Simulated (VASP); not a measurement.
Set up this calculation in VASP 6.6.1, as the native input.

| Item | Value |
| --- | --- |
| Task | single point |
| Functional | PBEsol |
| Potentials or basis | VASP PAW PBE potentials, release 64 (In_d, Se) |
| Cutoff | 520 eV |
| k mesh | 12 × 12 × 12 |
| Occupations | gaussian, width 0.03 eV |
| Spin | no spin polarisation |
| Dipole correction | no |
| Further INCAR settings | ALGO = Normal; EDIFF = 1e-06; NBANDS = 27 |

The structure of InSe lies in POSCAR:

```
InSe
1.0
    1.9999996503      1.1547003365      8.3166700000
   -1.9999996503      1.1547003365      8.3166700000
    0.0000000000     -2.3094006730      8.3166700000
In Se
2 2
Direct
    0.0000000000      0.0000000000      0.0000000000
    0.1122000000      0.1122000000      0.1122000000
    0.6155000000      0.6155000000      0.6155000000
    0.8027936962      0.8406960420      0.8406960420
```

This cell differs from its parent crystal: atom 4 (Se) moved +0.100 Å towards its neighbour atom 2 (In) at 2.638 Å.

These files were run (other wordings do the same):

INCAR

```
SYSTEM = InSe
ALGO     = Normal         ! electronic algorithm
EDIFF    = 1E-6           ! SCF threshold, eV
ENCUT    = 520            ! plane-wave cutoff, eV
GGA      = PS             ! functional
ISIF     = 2              ! what is computed and relaxed
ISMEAR   = 0              ! smearing method
KPAR     = 4            
LASPH    = .TRUE.         ! aspherical terms in the spheres
LCHARG   = .TRUE.         ! write CHGCAR
LREAL    = .FALSE.        ! projectors in reciprocal space
LVHAR    = .TRUE.       
LWAVE    = .FALSE.        ! write WAVECAR
NBANDS   = 27             ! bands
NELM     = 80             ! most SCF steps
PREC     = Accurate       ! precision mode
SIGMA    = 0.03           ! smearing width, eV
```

KPOINTS

```
k-points
0
G
  12 12 12
  0 0 0
```

Potentials or basis: VASP PAW PBE potentials, release 64 (In_d, Se).

Command:

```console
$ cat potpaw_PBE.64/In_d/POTCAR potpaw_PBE.64/Se/POTCAR > POTCAR
$ mpirun -np 4 vasp_std > vasp.out
```

Results of the run:

```yaml
Pressure: 0.9 GPa
Largest_force: 0.770 eV/Å
Band_gap_on_the_k_mesh: 0.25 eV
```

Caveat: the cell differs from its parent crystal (atom 4 (Se) moved +0.100 Å towards its neighbour atom 2 (In) at 2.638 Å); semilocal functionals underestimate gaps, and a narrow one can read as zero; the PAW data sets were made with another functional, which shifts forces and pressure a little; spin-orbit coupling is left out, which moves the levels of the heavy elements.

It took 26 min on 4 MPI ranks on Intel(R) Xeon(R) Platinum 8375C CPU @ 2.90GHz (Ice Lake), with other jobs on the host, peak memory 1.5 GiB a rank.
